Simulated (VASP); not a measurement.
# Bi (R-3m) in VASP: settings compared

Bi is run at these levels: PBE, RPBE; tasks: relaxation of cell and atoms.

Program: VASP 6.6.1. These are calculated values, not measurements. Logs are shortened: lines on timing, memory, paths and dates and some standing lists are left out, and cuts for length are marked.

### Step 1. The cell of the first run

It takes space group R-3m (No. 166, trigonal). Conventional cell: a = 4.653 Å, b = 4.653 Å, c = 12.121 Å, α = 90.00°, β = 90.00°, γ = 120.00°. Bi (site symmetry 3m) has 6 Bi at 3.14 to 3.61 Å within 4.1 Å.

### Step 2. Relaxation of cell and atoms, PBE

Contents of INCAR:

```
SYSTEM = Bi
ALGO = Normal ; EDIFF = 1E-6
EDIFFG = -0.005 ; ENCUT = 600
GGA = PE ; IBRION = 2
ISIF = 3 ; ISMEAR = -1
LASPH = .TRUE. ; LCHARG = .FALSE.
LREAL = .FALSE. ; LWAVE = .FALSE.
NELM = 60 ; NSW = 100
PREC = Accurate ; SIGMA = 0.05
```

Contents of KPOINTS:

```
k-points
0
G
  9 9 9
  0 0 0
```

Contents of POSCAR:

```
Bi
1.0
    2.3264222754      1.3431605270      4.0403311668
   -2.3264222754      1.3431605270      4.0403311668
    0.0000000000     -2.6863210540      4.0403311668
Bi
2
Direct
    0.2340000000      0.2340000000      0.2340000000
    0.7660000000      0.7660000000      0.7660000000
```

Potentials or basis: VASP PAW PBE potentials, release 64 (Bi_d).

On the command line:

```sh
> cat potpaw_PBE.64/Bi_d/POTCAR > POTCAR
> mpirun -np 1 vasp_std > vasp.out
```

OUTCAR:

```text
SYSTEM = Bi
   EDIFF = 1E-6
   EDIFFG = -0.005
   ENCUT = 600
   GGA = PE
   IBRION = 2
   ISIF = 3
   ISMEAR = -1
   LASPH = .TRUE.
   LREAL = .FALSE.
   NELM = 60
   NSW = 100
   PREC = Accurate

 ion  position               nearest neighbor table
   1  0.234  0.234  0.234-   2 3.14   2 3.14   2 3.14   2 3.61   2 3.61   2 3.61
   2  0.766  0.766  0.766-   1 3.14   1 3.14   1 3.14   1 3.61   1 3.61   1 3.61

  LATTYP: Found a trigonal (rhomboedric) cell.
 ALAT       =     4.8518652848
 COS(alpha) =     0.5401781303

  Lattice vectors:

 A1 = (   2.3264222754,   1.3431605270,   4.0403311668)
 A2 = (  -2.3264222754,   1.3431605270,   4.0403311668)
 A3 = (   0.0000000000,  -2.6863210540,   4.0403311668)

Analysis of symmetry for initial positions (statically):
=====================================================================
 Subroutine PRICEL returns:
 Original cell was already a primitive cell.

 Routine SETGRP: Setting up the symmetry group for a
 trigonal (rhombohedral) supercell.

 Subroutine GETGRP returns: Found 12 space group operations
 (whereof 12 operations were pure point group operations)
 out of a pool of 12 trial point group operations.

The static configuration has the point symmetry D_3d.

Analysis of symmetry for dynamics (positions and initial velocities):
=====================================================================
 Subroutine PRICEL returns:
 Original cell was already a primitive cell.

 Routine SETGRP: Setting up the symmetry group for a
 trigonal (rhombohedral) supercell.

 Subroutine GETGRP returns: Found 12 space group operations
 (whereof 12 operations were pure point group operations)
 out of a pool of 12 trial point group operations.

The dynamic configuration has the point symmetry D_3d.

 Subroutine INISYM returns: Found 12 space group operations
 (whereof 12 operations are pure point group operations),
 and found     1 'primitive' translations

----------------------------------------------------------------------------------------

                                     Primitive cell

  volume of cell :      75.7504

  direct lattice vectors                    reciprocal lattice vectors
     2.326422275  1.343160527  4.040331167     0.214922289  0.124085441  0.082501488
    -2.326422275  1.343160527  4.040331167    -0.214922289  0.124085441  0.082501488
[... 105 lines left out ...]
     AMIX_MAG =   1.60;   BMIX_MAG =  1.00
  volume/ion in A,a.u.               =      37.88       255.59
  Fermi-wavevector in a.u.,A,eV,Ry     =   1.202229  2.271882 19.665227  1.445353
  Thomas-Fermi vector in A             =   2.338016
   LORBIT       =      0    0 simple, 1 ext, 2 COOP (PROOUT), +10 PAW based schemes
   GGA     = PE    functional components
   LHFCALC =     F    Hartree Fock is set to
   AEXX    =    0.0000 exact exchange contribution
   IVDW    =     0    specifies the selected vdW correction
   LEPSILON=     F    determine dielectric tensor
   LRPA    =     F    only Hartree local field effects (RPA)
 conjugate gradient relaxation of ions
 non-spin polarized calculation
  energy-cutoff  :      600.00
  volume of cell :       75.75
 maximum number of plane-waves:      2549
   NGX = 19   NGY = 19   NGZ = 19

--------------------------------------- Ionic step        1  -------------------------------------------

 number of electron      30.0000003 magnetization

 Free energy of the ion-electron system (eV)
  ---------------------------------------------------
  ext. energy  EPLUGINS =         0.00000000
  ---------------------------------------------------
  free energy    TOTEN  =        -7.77236303 eV

  energy without entropy =       -7.77028757  energy(sigma->0) =       -7.77132530

------------------------ aborting loop because EDIFF is reached ----------------------------------------

  FORCE on cell =-STRESS in cart. coord.  units (eV):
  Direction    XX          YY          ZZ          XY          YZ          ZX
  --------------------------------------------------------------------------------------
  -------------------------------------------------------------------------------------
  Total       -0.6775104     -0.6775104     -0.4161065      0.0000000      0.0000000      0.0000000
  in kB      -14.3298577    -14.3298577     -8.8009680      0.0000000      0.0000000      0.0000000
  external PRESSURE =     -12.4868944 kB  Pullay stress =       0.0000000 kB
[... 89 lines left out ...]
  FREE ENERGIE OF THE ION-ELECTRON SYSTEM (eV)
  ---------------------------------------------------
  free  energy   TOTEN  =        -7.7821189239 eV

  energy  without entropy=       -7.7800498074  energy(sigma->0) =       -7.78108437

[... ionic steps 4 to 16 ...]

--------------------------------------- Ionic step       17  -------------------------------------------

 number of electron      29.9999999 magnetization

------------------------ aborting loop because EDIFF is reached ----------------------------------------
[... 67 lines left out ...]
--------------------------------------- Ionic step       19  -------------------------------------------

 number of electron      29.9999999 magnetization

 Free energy of the ion-electron system (eV)
  ---------------------------------------------------
  ext. energy  EPLUGINS =         0.00000000
  ---------------------------------------------------
  free energy    TOTEN  =        -7.78263039 eV

  energy without entropy =       -7.78041308  energy(sigma->0) =       -7.78152173

 E-fermi :   5.7895     XC(G=0):  -9.3222

 val. band max:        5.7732124192   @ k =   0.4444  -0.0000  -0.0000
 cond. band min:       6.0168041934   @ k =   0.4444   0.1111   0.1111
 fundamental gap:      0.2435917742
 Fermi energy:         5.7894941255

 k-point     1 :       0.0000    0.0000    0.0000
  band No.  band energies     occupation
      1     -17.0235      2.00000
      2     -17.0235      2.00000
      3     -16.8904      2.00000
      4     -16.8904      2.00000
      5     -16.8777      2.00000
      6     -16.7306      2.00000
[... 505 lines left out ...]
      6     -16.7891      2.00000
[... 11 lines left out ...]
     18      11.0297      0.00000
     19      11.7461      0.00000

 [... further k-points ...]

------------------------ aborting loop because EDIFF is reached ----------------------------------------

  FORCE on cell =-STRESS in cart. coord.  units (eV):
  Direction    XX          YY          ZZ          XY          YZ          ZX
  --------------------------------------------------------------------------------------
  -------------------------------------------------------------------------------------
  Total       -0.0018948     -0.0018948      0.0029108      0.0000000      0.0000000      0.0000000
  in kB       -0.0412463     -0.0412463      0.0633622      0.0000000      0.0000000      0.0000000
  external PRESSURE =      -0.0063768 kB  Pullay stress =       0.0000000 kB
[... 17 lines left out ...]
  FREE ENERGIE OF THE ION-ELECTRON SYSTEM (eV)
  ---------------------------------------------------
  free  energy   TOTEN  =        -7.7826303871 eV

  energy  without entropy=       -7.7804130754  energy(sigma->0) =       -7.78152173

 reached required accuracy - stopping structural energy minimisation
```

OSZICAR:

```text
N       E                     dE             d eps       ncg     rms          rms(c)
DAV:   1     0.301721234896E+03    0.30172E+03   -0.17762E+04  3230   0.203E+03
DAV:   2     0.168113946716E+02   -0.28491E+03   -0.28051E+03  3242   0.472E+02
DAV:   3    -0.688535427638E+01   -0.23697E+02   -0.23305E+02  3722   0.158E+02
[... 129 lines left out ...]
DAV:   1    -0.778274629079E+01   -0.11749E-03   -0.68096E-03  4793   0.948E-01    0.564E-02
DAV:   2    -0.778264952474E+01    0.96766E-04   -0.22530E-04  3523   0.238E-01    0.252E-02
DAV:   3    -0.778262852667E+01    0.20998E-04   -0.10135E-04  4197   0.148E-01    0.517E-03
DAV:   4    -0.778263007761E+01   -0.15509E-05   -0.76802E-06  3245   0.321E-02    0.177E-03
DAV:   5    -0.778263038708E+01   -0.30948E-06   -0.52745E-07  1615   0.116E-02
  19 F= -.77826304E+01 E0= -.77815217E+01  d E =-.175190E-04
```

Wall time 8.1 min (1 thread of Intel Xeon 6975P-C (Granite Rapids), shared host); peak memory 0.33 GiB.

Results:

* Free energy: -7.7826 eV
* Relaxed volume: 36.80 Å³/atom
* Relaxed cell: a = 4.831 Å, b = 4.831 Å, c = 4.831 Å, α = 56.67°, β = 56.67°, γ = 56.67°
* Space group after relaxing (to 0.1 Å): R-3m (No. 166)
* Energy gained by relaxing: 5.1 meV/atom
* Ionic steps: 19
* Pressure after relaxing: 0.0 GPa
* Largest force after relaxing: 0.003 eV/Å

Forces on the atoms (eV/Å):
```
Bi   0.000  0.000  0.003
Bi   0.000  0.000 -0.003
```

The path:
```csv
step,energy change (eV),largest force (eV/Å),pressure (GPa),volume (Å³)
1,0.0000,0.1082,-1.25,75.75
2,-0.0077,0.1021,0.68,72.56
3,-0.0098,0.0299,0.00,73.53
4,-0.0098,0.0369,0.04,73.49
5,-0.0100,0.0189,0.03,73.47
6,-0.0102,0.0116,0.04,73.43
7,-0.0102,0.0056,0.05,73.43
8,-0.0102,0.0030,0.04,73.43
9,-0.0102,0.0062,0.04,73.43
10,-0.0102,0.0089,-0.02,73.56
11,-0.0102,0.0107,-0.04,73.53
12,-0.0102,0.0097,-0.03,73.50
13,-0.0102,0.0082,-0.01,73.47
14,-0.0102,0.0025,0.02,73.47
15,-0.0102,0.0027,0.03,73.48
16,-0.0103,0.0032,0.06,73.50
17,-0.0103,0.0039,0.03,73.55
18,-0.0103,0.0057,0.00,73.64
19,-0.0103,0.0032,0.00,73.60
```

Final structure:
```
Bi
1.0
     2.29299    1.32386    4.04106
    -2.29299    1.32386    4.04106
     0.00000   -2.64771    4.04106
Bi
2
Direct
  0.23378 0.23378 0.23378
  0.76622 0.76622 0.76622
```

Levels at points of the mesh, in eV from the Fermi level:
```csv
k point,band 11,band 12,band 13,band 14,band 15,band 16,band 17,band 18,band 19
"(0.00, 0.00, 0.00)",-12.77,-7.59,-1.42,-1.06,-1.06,2.46,2.91,2.91,5.67
```

Caveat: spin-orbit coupling is left out, which moves the levels of the heavy elements.

### Step 3. Relaxation of cell and atoms, RPBE

Contents of INCAR:

```
SYSTEM = Bi
PREC     = Accurate       ! precision mode
ENCUT    = 600            ! plane-wave cutoff, eV
EDIFF    = 1E-7           ! SCF threshold, eV
ISMEAR   = -1             ! smearing method
SIGMA    = 0.05           ! smearing width, eV
LREAL    = .False.        ! projectors in reciprocal space
LASPH    = .True.         ! aspherical terms in the spheres
NELM     = 80             ! most SCF steps
ALGO     = Normal         ! electronic algorithm
ISIF     = 3              ! what is computed and relaxed
LWAVE    = .False.        ! write WAVECAR
LCHARG   = .False.        ! write CHGCAR
GGA      = RP             ! functional
IBRION   = 2              ! ionic algorithm
NSW      = 100            ! ionic steps
EDIFFG   = -0.005         ! ionic threshold
```

Contents of KPOINTS:

```
Automatic mesh
0
Gamma
  9 9 9
  0.5 0.5 0.5
```

POSCAR is that of step 2.

Potentials or basis: VASP PAW PBE potentials, release 64 (Bi_d).

On the command line:

```sh
> cat potpaw_PBE.64/Bi_d/POTCAR > POTCAR
> mpirun -np 1 vasp_std > vasp.out
```

Wall time 9.1 min (1 thread of Intel Xeon 6975P-C (Granite Rapids), shared host); peak memory 0.33 GiB.

Results (log left out):

- Free energy: -7.0495 eV
- Relaxed volume: 38.77 Å³/atom
- Relaxed cell: a = 4.985 Å, b = 4.985 Å, c = 4.985 Å, α = 55.07°, β = 55.07°, γ = 55.07°
- Space group after relaxing (to 0.1 Å): R-3m (No. 166)
- Energy gained by relaxing: 3.9 meV/atom
- Ionic steps: 13
- Pressure after relaxing: 0.0 GPa
- Largest force after relaxing: 0.004 eV/Å

Forces on the atoms (eV/Å):
```
Bi   0.000  0.000 -0.004
Bi   0.000  0.000  0.004
```

Step by step:
| step | energy change (eV) | largest force (eV/Å) | pressure (GPa) | volume (Å³) |
| --- | --- | --- | --- | --- |
| 1 | 0.0000 | 0.0993 | -0.05 | 75.75 |
| 2 | -0.0019 | 0.0677 | 0.13 | 75.62 |
| 3 | -0.0034 | 0.0063 | 0.48 | 75.37 |
| 4 | -0.0045 | 0.0110 | 0.39 | 75.66 |
| 5 | -0.0067 | 0.0256 | 0.14 | 76.53 |
| 6 | -0.0071 | 0.0550 | -0.29 | 78.26 |
| 7 | -0.0075 | 0.0420 | -0.12 | 77.54 |
| 8 | -0.0075 | 0.0415 | -0.10 | 77.48 |
| 9 | -0.0077 | 0.0222 | -0.04 | 77.49 |
| 10 | -0.0078 | 0.0067 | 0.02 | 77.51 |
| 11 | -0.0078 | 0.0051 | 0.02 | 77.51 |
| 12 | -0.0078 | 0.0062 | 0.02 | 77.51 |
| 13 | -0.0078 | 0.0041 | 0.00 | 77.54 |

Final structure:
```
CELL_PARAMETERS angstrom
2.30452 1.33052 4.21498
-2.30452 1.33052 4.21498
0.00000 -2.66103 4.21498
ATOMIC_POSITIONS crystal
Bi 0.23105 0.23105 0.23105
Bi 0.76895 0.76895 0.76895
```

Levels at points of the mesh, in eV from the Fermi level:
| k point | band 12 | band 13 | band 14 | band 15 | band 16 | band 17 | band 18 | band 19 |
| --- | --- | --- | --- | --- | --- | --- | --- | --- |
| (0.50, 0.50, 0.50) | -9.60 | -0.92 | -0.59 | -0.59 | 0.82 | 0.95 | 0.95 | 6.48 |

Caveat: the PAW data sets were made with another functional, which shifts forces and pressure a little; spin-orbit coupling is left out, which moves the levels of the heavy elements. RPBE and its kin give volumes clearly too large for solids.
